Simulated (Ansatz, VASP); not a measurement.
# Two plane-wave programs on GaN

The input INCAR:

```
SYSTEM = GaN
  ALGO = Normal
  EDIFF = 1E-7
  ENCUT = 520
  GGA = PS
  ISIF = 2
  ISMEAR = 0
  LASPH = .True.
  LCHARG = .False.
  LREAL = .False.
  LWAVE = .False.
  NBANDS = 26
  NELM = 60
  PREC = Accurate
  SIGMA = 0.05
```

KPOINTS

```
k-points
0
Gamma
  8 8 6
  0 0 0
```

File POSCAR:

```
GaN
1.0
    0.0000000000     -2.2490913701     -2.2191784549
    0.0000000000      2.2490913701     -2.2191784549
    4.4383569097      0.0000000000      0.0000000000
Ga N
2 2
Direct
    0.4984372640      0.4984372640      0.5000000000
    0.0015627360      0.0015627360      0.0000000000
    0.0128940960      0.4871059040      0.2500000000
    0.4871059040      0.0128940960      0.7500000000
```

Input for Ansatz:

```yaml
crystal:
  lattice:
    - [0.0, -2.2490913701, -2.2191784549]
    - [0.0, 2.2490913701, -2.2191784549]
    - [4.4383569097, 0.0, 0.0]
  atoms:
    - { symbol: Ga, position: [0.498437264, 0.498437264, 0.5] }
    - { symbol: Ga, position: [0.001562736, 0.001562736, 0.0] }
    - { symbol: "N", position: [0.012894096, 0.487105904, 0.25] }
    - { symbol: "N", position: [0.487105904, 0.012894096, 0.75] }
basis:
  ecutwfc: 520.0
kpoints:
  mp_grid: { grid: [8, 8, 6] }
hamiltonian:
  xc: pbesol
  pseudopotentials: { kind: paw, azcp: { folder: soft_1 } }
scf:
  occupations: { method: gaussian, width: 0.05 }
output:
  forces: true
  stress: true
  eigenvalues: true
  write_density: true
  write_potential: true
  elf: true
  volumetric_format: npy
```

Change from the starting cell: mode 11 frozen in at -0.058 Å, equal normal strain along x and y -0.0133.

Alike in both runs: task single point; functional PBEsol; k mesh 8 × 8 × 6; occupations gaussian, width 0.05 eV; no spin polarisation.

|  | VASP | Ansatz |
| --- | --- | --- |
| version | VASP 6.6.1 | Ansatz 0.2.0 |
| potentials or method | VASP PAW PBE potentials, release 64 (Ga_d, N), cutoff 520 eV | scalar-relativistic, plane waves, PAW |
| valence electrons in the cell | 36 | 36 |

```tsv
	VASP	Ansatz	Ansatz less VASP
gap on the k mesh at the Fermi level (eV)	1.85	1.83	-0.016
least direct gap on the mesh (eV)	1.85	1.83	-0.016
pressure (GPa)	5.7	5.9	+0.26
traceless stress, the component that is largest in VASP (GPa)	-1.55	-1.54	+0.005
rms of the force components (eV/Å)	0.556	0.561	+0.0055
```

VASP's potentials were made for PBE, not for PBEsol, and Ansatz warns of the same on its side. Atom by atom the forces differ by 0.006 eV/Å (rms over components).
